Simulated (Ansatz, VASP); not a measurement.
# One calculation of TiSi2, two programs

Contents of INCAR:

```
SYSTEM = TiSi2
PREC = Accurate
ENCUT = 520
EDIFF = 1E-6
ISMEAR = -1
SIGMA = 0.05
LREAL = .False.
LASPH = .True.
NELM = 150
ALGO = Normal
ISIF = 2
LWAVE = .False.
LCHARG = .False.
LMAXMIX = 4
LDAU = .True.
LDAUTYPE = 2
LDAUL = 2 -1
LDAUU = 1 0
LDAUJ = 0 0
LDAUPRINT = 1
GGA = PS
NBANDS = 29
```

KPOINTS

```
Automatic mesh
0
Gamma
  8 8 8
  0 0 0
```

POSCAR

```
TiSi2
1.0
    1.7651050250     -6.7592815350      0.0000000000
    1.7651050250      6.7592815350      0.0000000000
    0.0000000000      0.0000000000      3.5651739700
Ti Si
2 4
Direct
    0.1031180800      0.8968819200      0.2500000000
    0.8968819200      0.1031180800      0.7500000000
    0.7503148200      0.2496851800      0.2500000000
    0.2496851800      0.7503148200      0.7500000000
    0.4417485500      0.5582514500      0.2500000000
    0.5582514500      0.4417485500      0.7500000000
```

The input input.yaml:

```yaml
crystal:
  lattice:
    - [1.765105025, -6.759281535, 0.0]
    - [1.765105025, 6.759281535, 0.0]
    - [0.0, 0.0, 3.56517397]
  atoms:
    - { symbol: Ti, position: [0.10311808, 0.89688192, 0.25] }
    - { symbol: Ti, position: [0.89688192, 0.10311808, 0.75] }
    - { symbol: Si, position: [0.75031482, 0.24968518, 0.25] }
    - { symbol: Si, position: [0.24968518, 0.75031482, 0.75] }
    - { symbol: Si, position: [0.44174855, 0.55825145, 0.25] }
    - { symbol: Si, position: [0.55825145, 0.44174855, 0.75] }
hamiltonian:
  xc: pbesol
  pseudopotentials: { kind: paw }
  hubbard: { sites: [{ species: Ti, l: d, u_eff: 1.0 }] }
kpoints:
  mp_grid: { grid: [8, 8, 8] }
scf:
  occupations: { method: fermi_dirac, width: 0.05 }
  n_extra_bands: 15
output:
  forces: true
  stress: true
  eigenvalues: true
  dos: { projected: true, de: 0.05, nscf_kmesh: { grid: [12, 12, 12] } }
```

Alike in both runs: functional PBEsol; k mesh 8 × 8 × 8; occupations fermi-dirac, width 0.05 eV; no spin polarisation; Hubbard terms Ti d U = 1.0 eV.

|  | VASP | Ansatz |
| --- | --- | --- |
| version | VASP 6.6.1 | Ansatz 0.2.0 |
| potentials or method | VASP PAW PBE potentials, release 64 (Ti_sv, Si) | Ansatz PAW |
| plane-wave cutoff (eV) | 520 | 420 |
| valence electrons in the cell | 40 | 40 |
| task | single point | projected density of states |

Ansatz gave:

* gap on the k mesh at the Fermi level (eV): none
* pressure (GPa): -1.4
* traceless stress, the component that is largest in VASP (GPa): 0.37
* rms of the force components (eV/Å): 0.071

Q: What did VASP give for the same quantities?

A: gap on the k mesh at the Fermi level (eV): none; pressure (GPa): -0.8; traceless stress, the component that is largest in VASP (GPa): 0.41; rms of the force components (eV/Å): 0.067.

VASP's potentials were made for PBE, not for PBEsol. The programs project onto different local orbitals, so the same U acts differently, and such runs can settle in different states. Atom by atom the forces differ by 0.006 eV/Å (rms over components). A gap of «none» marks a metal or a gap that the smearing closes.
